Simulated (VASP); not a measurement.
Here is a VASP 6.6.1 calculation.

Contents of INCAR:

```
ALGO     = Normal         # electronic algorithm
EDIFF    = 1E-6           # SCF threshold, eV
ENCUT    = 520            # plane-wave cutoff, eV
GGA      = PS             # functional
ISIF     = 2              # what is computed and relaxed
ISMEAR   = -1             # smearing method
LASPH    = T              # aspherical terms in the spheres
LCHARG   = F              # write CHGCAR
LREAL    = F              # projectors in reciprocal space
LWAVE    = F              # write WAVECAR
NBANDS   = 12             # bands
NELM     = 60             # most SCF steps
PREC     = Accurate       # precision mode
SIGMA    = 0.1            # smearing width, eV
```

Contents of KPOINTS:

```
k-points
0
Gamma
  12 12 12
```

The input POSCAR:

```
La
1.0
    0.0000000000      2.5711697262      2.5711697262
    2.5711697262      0.0000000000      2.5711697262
    2.5711697262      2.5711697262      0.0000000000
La
1
Direct
    0.0000000000      0.0000000000      0.0000000000
```

Potentials or basis: VASP PAW PBE potentials, release 64 (La).

Command:

```bash
$ cat potpaw_PBE.64/La/POTCAR > POTCAR
$ mpirun -np 1 vasp_std > vasp.out
```

(1) What does it give for the band gap on the k mesh?

(2) Predict the pressure.

Results:

(1) zero (an odd number of electrons rules out a gap without spin polarisation).

(2) -0.1 GPa.

Caveat: the PAW data sets were made with another functional, which shifts forces and pressure a little; spin-orbit coupling is left out, which moves the levels of the heavy elements.
